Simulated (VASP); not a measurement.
Write the native input for VASP 6.6.1 that does the following.

```
Task                   : single point
Functional             : PBEsol
Potentials or basis    : VASP PAW PBE potentials, release 64 (W_sv)
Cutoff                 : 500 eV
k mesh                 : 6 × 6 × 6
Occupations            : gaussian, width 0.1 eV
Spin                   : no spin polarisation
Dipole correction      : no
Further INCAR settings : ALGO = Normal; EDIFF = 1e-06; NBANDS = 13
```

The structure of W lies in POSCAR:

```
W
1.0
    2.6020724237      0.0000000000      0.0000000000
    0.0000000000      2.6020724237      0.0000000000
    0.0000000000      0.0000000000      2.6020724237
W
1
Direct
    0.0000000000      0.0000000000      0.0000000000
```

These files were run (other wordings do the same):

INCAR

```
PREC = Accurate
ENCUT = 500
EDIFF = 1E-6
ISMEAR = 0
SIGMA = 0.1
LREAL = F
LASPH = T
NELM = 120
ALGO = Normal
ISIF = 2
LWAVE = F
LCHARG = F
GGA = PS
NBANDS = 13
GGA_COMPAT = F
```

KPOINTS

```
regular mesh
0
Gamma
  6 6 6
```

Potentials or basis: VASP PAW PBE potentials, release 64 (W_sv).

The run is started by

```bash
$ cat potpaw_PBE.64/W_sv/POTCAR > POTCAR
$ mpirun -np 1 vasp_std > vasp.out
```

Results of the run:

```json
{
  "Pressure": "0.7 GPa",
  "Band gap on the k mesh": "zero (band 7 reaches 11.44 eV, above the bottom of band 8 at 8.89 eV)"
}
```

Caveat: the k points lie up to 0.40 Å⁻¹ apart; the PAW data sets were made with another functional, which shifts forces and pressure a little; spin-orbit coupling is left out, which moves the levels of the heavy elements.

Wall time 6.2 s on 1 thread of Intel Xeon 8259CL, with other jobs on the host, peak memory 0.13 GiB.
